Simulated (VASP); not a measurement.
# AlN (Fd-3m) in VASP: notebook

The runs below take AlN through single point, relaxation of cell and atoms, with PBE.

Everything below comes from runs of VASP 6.6.1. Logs are shortened: lines on timing, memory, paths and dates and some standing lists are left out, and cuts for length are marked.

### Step 1. The cell of the first run

The structure is cubic, space group Fd-3m (No. 227). Conventional cell: a = 5.648 Å, b = 5.648 Å, c = 5.648 Å, α = 90.00°, β = 90.00°, γ = 90.00°. Within 3.2 Å of Al (site symmetry -43m) lie 10 N at 2.45 to 2.82 Å and 4 Al at 2.45 Å. N (site symmetry -43m) has 10 Al at 2.45 to 2.82 Å and 4 N at 2.45 Å within 3.2 Å.

### Step 2. Single point, PBE

File INCAR:

```
SYSTEM = AlN
PREC = Accurate
ENCUT = 520
EDIFF = 1E-6
ISMEAR = 0
SIGMA = 0.1
LREAL = .False.
LASPH = .True.
NELM = 80
ALGO = Normal
ISIF = 2
LWAVE = .False.
LCHARG = .False.
GGA = PE
NBANDS = 16
```

File KPOINTS:

```
regular mesh
0
Gamma
  6 6 6
  0 0 0
```

File POSCAR:

```
AlN
1.0
    0.0000000000      2.8240142471      2.8240142471
    2.8240142471      0.0000000000      2.8240142471
    2.8240142471      2.8240142471      0.0000000000
Al N
2 2
Direct
    0.7500000000      0.7500000000      0.7500000000
    0.5000000000      0.5000000000      0.5000000000
    0.0000000000      0.0000000000      0.0000000000
    0.2500000000      0.2500000000      0.2500000000
```

Potentials or basis: VASP PAW PBE potentials, release 64 (Al, N).

Run with:

```sh
> cat potpaw_PBE.64/Al/POTCAR potpaw_PBE.64/N/POTCAR > POTCAR
> mpirun -np 1 vasp_std > vasp.out
```

OUTCAR:

```text
SYSTEM = AlN
   PREC = Accurate
   ENCUT = 520
   EDIFF = 1E-6
   ISMEAR = 0
   LREAL = .False.
   LASPH = .True.
   NELM = 80
   ISIF = 2
   GGA = PE

 ion  position               nearest neighbor table
   1  0.750  0.750  0.750-   2 2.45   2 2.45   3 2.45   3 2.45   2 2.45   2 2.45   3 2.45   3 2.45

   2  0.500  0.500  0.500-   4 2.45   1 2.45   4 2.45   1 2.45   4 2.45   4 2.45   1 2.45   1 2.45

   3  0.000  0.000  0.000-   1 2.45   1 2.45   1 2.45   1 2.45
   4  0.250  0.250  0.250-   2 2.45   2 2.45   2 2.45   2 2.45

  LATTYP: Found a face centered cubic cell.
 ALAT       =     5.6480284942

  Lattice vectors:

 A1 = (   0.0000000000,   2.8240142471,   2.8240142471)
 A2 = (   2.8240142471,   0.0000000000,   2.8240142471)
 A3 = (   2.8240142471,   2.8240142471,   0.0000000000)

Analysis of symmetry for initial positions (statically):
=====================================================================
 Subroutine PRICEL returns:
 Original cell was already a primitive cell.

 Routine SETGRP: Setting up the symmetry group for a
 face centered cubic supercell.

 Subroutine GETGRP returns: Found 48 space group operations
 (whereof 24 operations were pure point group operations)
 out of a pool of 48 trial point group operations.

The static configuration has the point symmetry T_d .
 The point group associated with its full space group is O_h .

Analysis of symmetry for dynamics (positions and initial velocities):
=====================================================================
 Subroutine PRICEL returns:
 Original cell was already a primitive cell.

 Routine SETGRP: Setting up the symmetry group for a
 face centered cubic supercell.

 Subroutine GETGRP returns: Found 48 space group operations
 (whereof 24 operations were pure point group operations)
 out of a pool of 48 trial point group operations.

The dynamic configuration has the point symmetry T_d .
 The point group associated with its full space group is O_h .

 Subroutine INISYM returns: Found 48 space group operations
 (whereof 24 operations are pure point group operations),
 and found     1 'primitive' translations

----------------------------------------------------------------------------------------

                                     Primitive cell

  volume of cell :      45.0433

  direct lattice vectors                    reciprocal lattice vectors
     0.000000000  2.824014247  2.824014247    -0.177052931  0.177052931  0.177052931
     2.824014247  0.000000000  2.824014247     0.177052931 -0.177052931  0.177052931
     2.824014247  2.824014247  0.000000000     0.177052931  0.177052931 -0.177052931

  length of vectors
     3.993759249  3.993759249  3.993759249     0.306664672  0.306664672  0.306664672

  position of ions in fractional coordinates (direct lattice)
     0.750000000  0.750000000  0.750000000
     0.500000000  0.500000000  0.500000000
     0.000000000  0.000000000  0.000000000
     0.250000000  0.250000000  0.250000000

  ion indices of the primitive-cell ions
   primitive index   ion index
                 1           1
                 2           2
                 3           3
                 4           4

----------------------------------------------------------------------------------------

 KPOINTS: regular mesh

Automatic generation of k-mesh.
 Grid dimensions read from file:
 generate k-points for:    6    6    6

 Generating k-lattice:

  Cartesian coordinates                     Fractional coordinates (reciprocal lattice)
    -0.029508822  0.029508822  0.029508822     0.166666667  0.000000000  0.000000000
     0.029508822 -0.029508822  0.029508822     0.000000000  0.166666667  0.000000000
     0.029508822  0.029508822 -0.029508822     0.000000000  0.000000000  0.166666667

  Length of vectors
     0.051110779  0.051110779  0.051110779

  Shift w.r.t. Gamma in fractional coordinates (k-lattice)
     0.000000000  0.000000000  0.000000000

 Subroutine IBZKPT returns following result:
 ===========================================

 Found     16 irreducible k-points:

 Following reciprocal coordinates:
            Coordinates               Weight
  0.000000  0.000000  0.000000      1.000000
  0.166667  0.000000  0.000000      8.000000
  0.333333  0.000000  0.000000      8.000000
  0.500000  0.000000  0.000000      4.000000
  0.166667  0.166667  0.000000      6.000000
  0.333333  0.166667  0.000000     24.000000
[... 8 lines left out ...]
 -0.333333  0.333333  0.166667     24.000000
 -0.333333  0.500000  0.166667     12.000000
   k-points           NKPTS =     16   k-points in BZ     NKDIM =     16   number of bands    NBANDS=     16
   number of dos      NEDOS =    301   number of ions     NIONS =      4
   total plane-waves  NPLWV =  27000
   dimension x,y,z NGX =    30 NGY =   30 NGZ =   30
   dimension x,y,z NGXF=    60 NGYF=   60 NGZF=   60
   ions per type =               2   2
   NGX,Y,Z   is equivalent  to a cutoff of  12.49, 12.49, 12.49 a.u.
   NGXF,Y,Z  is equivalent  to a cutoff of  24.98, 24.98, 24.98 a.u.
 SYSTEM =  AlN
   PREC   = accura    normal or accurate (medium, high low for compatibility)
   ISTART =      0    job   : 0-new  1-cont  2-samecut
   ICHARG =      2    charge: 1-file 2-atom 10-const
   ISPIN  =      1    spin polarized calculation?
   LNONCOLLINEAR =      F non collinear calculations
   LSORBIT =      F    spin-orbit coupling
   LASPH  =      T    aspherical Exc in radial PAW
   ENCUT  =  520.0 eV  38.22 Ry    6.18 a.u.   7.43  7.43  7.43*2*pi/ulx,y,z
   NELM   =     80;   NELMIN=  2; NELMDL= -5     # of ELM steps
   EDIFF  = 0.1E-05   stopping-criterion for ELM
   LREAL  =      F    real-space projection
   EDIFFG = 0.1E-04   stopping-criterion for IOM
   NSW    =      0    number of steps for IOM
   IBRION =     -1    ionic relax: 0-MD 1-quasi-New 2-CG
   NFREE  =      0    steps in history (QN), initial steepest desc. (CG)
   ISIF   =      2    stress and relaxation
   ISYM   =      2    0-nonsym 1-usesym 2-fastsym
   POTIM  = 0.5000    time-step for ionic-motion
   TEBEG  =    0.0;   TEEND  =   0.0 temperature during run
   PSTRESS=    0.0 pullay stress
   NELECT =      16.0000    total number of electrons
   NUPDOWN=      -1.0000    fix difference up-down
   EMIN   =  10.00;   EMAX   =-10.00  energy-range for DOS
   EFERMI =   0.00;   METHOD = LEGACY
   ISMEAR =     0;   SIGMA  =   0.10  broadening in eV -4-tet -1-fermi 0-gaus
   EFERMI_NEDOS =   21; number of points for ismear=-14 and -15
   IALGO  =     38    algorithm
   IMIX   =      4    mixing-type and parameters
     AMIX     =   0.40;   BMIX     =  1.00
     AMIX_MAG =   1.60;   BMIX_MAG =  1.00
  volume/ion in A,a.u.               =      11.26        75.99
  Fermi-wavevector in a.u.,A,eV,Ry     =   1.159412  2.190972 18.289456  1.344237
  Thomas-Fermi vector in A             =   2.296005
   LORBIT       =      0    0 simple, 1 ext, 2 COOP (PROOUT), +10 PAW based schemes
   GGA     = PE    functional components
   LHFCALC =     F    Hartree Fock is set to
   AEXX    =    0.0000 exact exchange contribution
   IVDW    =     0    specifies the selected vdW correction
   LEPSILON=     F    determine dielectric tensor
   LRPA    =     F    only Hartree local field effects (RPA)
 non-spin polarized calculation
 Gauss-broadening in eV      SIGMA  =   0.10
  energy-cutoff  :      520.00
  volume of cell :       45.04
 maximum number of plane-waves:      1243
 NGX is ok and might be reduce to    30
   NGX = 15   NGY = 15   NGZ = 15

 number of electron      16.0000001 magnetization

 Free energy of the ion-electron system (eV)
  ---------------------------------------------------
  ext. energy  EPLUGINS =         0.00000000
  ---------------------------------------------------
  free energy    TOTEN  =       -17.39631889 eV

  energy without entropy =      -17.38870535  energy(sigma->0) =      -17.39251212

 E-fermi :   7.4987     XC(G=0): -11.1462

 val. band max:        7.4661717368   @ k =   0.3333   0.3333   0.0000
 cond. band min:       7.5889952566   @ k =   0.1667   0.1667   0.0000
 fundamental gap:      0.1228235198
 Fermi energy:         7.4986855028

 k-point     1 :       0.0000    0.0000    0.0000
  band No.  band energies     occupation
      1      -8.6856      2.00000
      2      -3.6433      2.00000
      3       3.0838      2.00000
      4       4.5144      2.00000
      5       4.5144      2.00000
      6       4.5144      2.00000
[... 8 lines left out ...]
     15      15.4742      0.00000
     16      16.2342      0.00000

 k-point     2 :       0.1667    0.0000    0.0000
  band No.  band energies     occupation
      1      -8.4340      2.00000
      2      -3.9323      2.00000
      3       1.8330      2.00000
      4       4.0245      2.00000
      5       4.0245      2.00000
      6       4.4703      2.00000
[... 8 lines left out ...]
     15      15.5690      0.00000
     16      16.2397      0.00000

 k-point     3 :       0.3333    0.0000    0.0000
  band No.  band energies     occupation
      1      -7.7680      2.00000
      2      -4.6842      2.00000
      3       0.3133      2.00000
      4       3.5964      2.00000
      5       3.5964      2.00000
      6       5.5400      2.00000
[... 8 lines left out ...]
     15      16.0702      0.00000
     16      17.9356      0.00000

 k-point     4 :       0.5000    0.0000    0.0000
  band No.  band energies     occupation
      1      -7.2341      2.00000
      2      -5.2746      2.00000
      3      -0.2268      2.00000
      4       3.4635      2.00000
      5       3.4635      2.00000
      6       5.6947      2.00000
[... 8 lines left out ...]
     15      15.9775      0.00000
     16      20.1075      0.00000
[... 172 lines left out ...]
 k-point    14 :       0.5000    0.3333    0.1667
  band No.  band energies     occupation
      1      -7.2057      2.00000
      2      -5.1453      2.00000
      3       0.0040      2.00000
      4       1.8614      2.00000
      5       3.9456      2.00000
      6       4.1550      2.00000
[... 8 lines left out ...]
     15      16.6450      0.00000
     16      17.3108      0.00000

 k-point    15 :      -0.3333    0.3333    0.1667
  band No.  band energies     occupation
      1      -6.6888      2.00000
      2      -5.6216      2.00000
      3      -0.3725      2.00000
      4       1.3848      2.00000
      5       3.8340      2.00000
      6       4.8181      2.00000
[... 8 lines left out ...]
     15      17.1484      0.00000
     16      17.8114      0.00000

 k-point    16 :      -0.3333    0.5000    0.1667
  band No.  band energies     occupation
      1      -6.1428      2.00000
      2      -6.1428      2.00000
      3       0.3881      2.00000
      4       0.3881      2.00000
      5       3.8128      2.00000
      6       3.8128      2.00000
[... 8 lines left out ...]
     15      17.6957      0.00000
     16      17.6957      0.00000

------------------------ aborting loop because EDIFF is reached ----------------------------------------

  FORCE on cell =-STRESS in cart. coord.  units (eV):
  Direction    XX          YY          ZZ          XY          YZ          ZX
  --------------------------------------------------------------------------------------
  -------------------------------------------------------------------------------------
  Total       -0.0210909     -0.0210909     -0.0210909      0.0000000      0.0000000      0.0000000
  in kB       -0.7501979     -0.7501979     -0.7501979      0.0000000      0.0000000      0.0000000
  external PRESSURE =      -0.7501979 kB  Pullay stress =       0.0000000 kB

 VOLUME and BASIS-vectors are now :
 -----------------------------------------------------------------------------
  energy-cutoff  :      520.00
  volume of cell :       45.04
      direct lattice vectors                 reciprocal lattice vectors
     0.000000000  2.824014247  2.824014247    -0.177052931  0.177052931  0.177052931
     2.824014247  0.000000000  2.824014247     0.177052931 -0.177052931  0.177052931
     2.824014247  2.824014247  0.000000000     0.177052931  0.177052931 -0.177052931

 POSITION                                       TOTAL-FORCE (eV/Angst)
 -----------------------------------------------------------------------------------
      4.23602      4.23602      4.23602         0.000000     -0.000000     -0.000000
      2.82401      2.82401      2.82401         0.000000      0.000000      0.000000
      0.00000      0.00000      0.00000        -0.000000      0.000000      0.000000
      1.41201      1.41201      1.41201        -0.000000     -0.000000      0.000000
 -----------------------------------------------------------------------------------
    total drift:                                0.000000     -0.000000     -0.000000

  FREE ENERGIE OF THE ION-ELECTRON SYSTEM (eV)
  ---------------------------------------------------
  free  energy   TOTEN  =       -17.3963188901 eV

  energy  without entropy=      -17.3887053464  energy(sigma->0) =      -17.39251212
```

Run time: 27 s. Hardware: 1 thread of Intel Xeon 6975P-C, shared host; peak memory 0.16 GiB.

Results:

```
Free energy            : -17.3963 eV
Pressure               : -0.1 GPa
Band gap on the k mesh : zero (band 8 reaches 7.98 eV, above the bottom of band 9 at 5.21 eV)
```

Levels at points of the mesh, in eV from the Fermi level:
| k point | band 6 | band 7 | band 8 | band 9 | band 10 | band 11 |
| --- | --- | --- | --- | --- | --- | --- |
| (0.00, 0.00, 0.00) | -2.98 | -2.29 | -2.29 | -2.29 | 2.09 | 2.09 |
| (0.50, 0.00, 0.00) | -1.80 | -1.80 | -1.39 | -0.05 | 1.59 | 2.38 |
| (0.50, 0.50, 0.00) | -5.68 | 0.48 | 0.48 | 1.39 | 1.39 | 3.90 |

### Step 3. Relaxation of cell and atoms, PBE

This run uses another cell than the first one, of 15.15 Å³/atom, 1.346 times its volume.

File INCAR:

```
SYSTEM = AlN
PREC = Accurate
ENCUT = 600
EDIFF = 1E-7
ISMEAR = 0
SIGMA = 0.1
LREAL = .FALSE.
LASPH = .TRUE.
NELM = 60
ALGO = Normal
ISIF = 3
LWAVE = .FALSE.
LCHARG = .FALSE.
GGA = PE
IBRION = 2
NSW = 90
EDIFFG = -0.04
```

File KPOINTS:

```
Automatic mesh
0
G
  6 6 6
  0 0 0
```

File POSCAR:

```
AlN
1.0
    0.0000000000      3.1177698700      3.1177698700
    3.1177698700      0.0000000000      3.1177698700
    3.1177698700      3.1177698700      0.0000000000
Al N
2 2
Direct
    0.7500000000      0.7500000000      0.7500000000
    0.5000000000      0.5000000000      0.5000000000
    0.0000000000      0.0000000000      0.0000000000
    0.2500000000      0.2500000000      0.2500000000
```

Potentials or basis: VASP PAW PBE potentials, release 64 (Al, N).

Run with:

```sh
> cat potpaw_PBE.64/Al/POTCAR potpaw_PBE.64/N/POTCAR > POTCAR
> mpirun -np 1 vasp_std > vasp.out
```

Run time: 74 s. Hardware: 1 thread of Intel Xeon 6975P-C, shared host; peak memory 0.21 GiB.

Results (log left out):

| Quantity | Value |
| --- | --- |
| Free energy | -17.4184 eV |
| Relaxed volume | 11.27 Å³/atom |
| Relaxed cell | a = 3.995 Å, b = 3.995 Å, c = 3.995 Å, α = 60.00°, β = 60.00°, γ = 60.00° |
| Space group after relaxing (to 0.05 Å) | Fd-3m (No. 227) |
| Energy gained by relaxing | 292.9 meV/atom |
| Ionic steps | 3 |
| Pressure after relaxing | -0.3 GPa |
| Band gap on the k mesh | zero (band 8 reaches 7.96 eV, above the bottom of band 9 at 5.20 eV) |

The path:
| step | energy change (eV) | largest force (eV/Å) | pressure (GPa) | volume (Å³) |
| --- | --- | --- | --- | --- |
| 1 | 0.0000 | 0.0000 | -18.41 | 60.61 |
| 2 | -1.1519 | 0.0000 | -3.81 | 46.58 |
| 3 | -1.1714 | 0.0000 | -0.32 | 45.09 |

Final structure:
```
CELL_PARAMETERS angstrom
0.00000 2.82508 2.82508
2.82508 0.00000 2.82508
2.82508 2.82508 0.00000
ATOMIC_POSITIONS crystal
Al 0.75000 0.75000 0.75000
Al 0.50000 0.50000 0.50000
N 0.00000 0.00000 0.00000
N 0.25000 0.25000 0.25000
```

Levels at points of the mesh, in eV from the Fermi level:
```tsv
k point	band 6	band 7	band 8	band 9	band 10	band 11
(0.00, 0.00, 0.00)	-2.98	-2.29	-2.29	-2.29	2.08	2.08
(0.50, 0.00, 0.00)	-1.80	-1.80	-1.39	-0.05	1.59	2.38
(0.50, 0.50, 0.00)	-5.68	0.48	0.48	1.39	1.39	3.89
```

Caveat: the volume moved by over 15 % at a fixed basis, so the end points are rough.

### Step 4. Single point, PBE

File INCAR:

```
ALGO = Normal ; EDIFF = 1E-6
ENCUT = 520 ; GGA = PE
ISIF = 2 ; ISMEAR = 0
LASPH = T ; LCHARG = F
LREAL = F ; LWAVE = F
NBANDS = 16 ; NELM = 60
PREC = Accurate ; SIGMA = 0.1
```

File KPOINTS:

```
k-points
0
Gamma
  14 14 14
```

File POSCAR:

```
AlN
1.0
    0.0000000000      2.8245241124      2.8245241124
    2.8245241124      0.0000000000      2.8245241124
    2.8245241124      2.8245241124      0.0000000000
Al N
2 2
Direct
    0.2500000000      0.2500000000      0.2500000000
    0.0000000000      0.0000000000      0.0000000000
    0.5000000000      0.5000000000      0.5000000000
    0.7500000000      0.7500000000      0.7500000000
```

Run with:

```sh
> cat potpaw_PBE.64/Al/POTCAR potpaw_PBE.64/N/POTCAR > POTCAR
> mpirun -np 1 vasp_std > vasp.out
```

It took 4.2 min on 1 thread of Intel Xeon 6975P-C, shared host; peak memory 0.21 GiB.

It converged, with:

```yaml
Free_energy: -17.3918 eV
Pressure: 0.0 GPa
Band_gap_on_the_k_mesh: zero (band 8 reaches 7.96 eV, above the bottom of band 9 at 5.20 eV)
```

Levels at points of the mesh, in eV from the Fermi level:
```csv
k point,band 6,band 7,band 8,band 9,band 10,band 11
"(0.00, 0.00, 0.00)",-2.91,-2.21,-2.21,-2.21,2.17,2.17
"(0.50, 0.00, 0.00)",-1.73,-1.73,-1.31,0.02,1.66,2.46
"(0.50, 0.50, 0.00)",-5.60,0.55,0.55,1.46,1.46,3.97
```

[end of part 1 of 2]
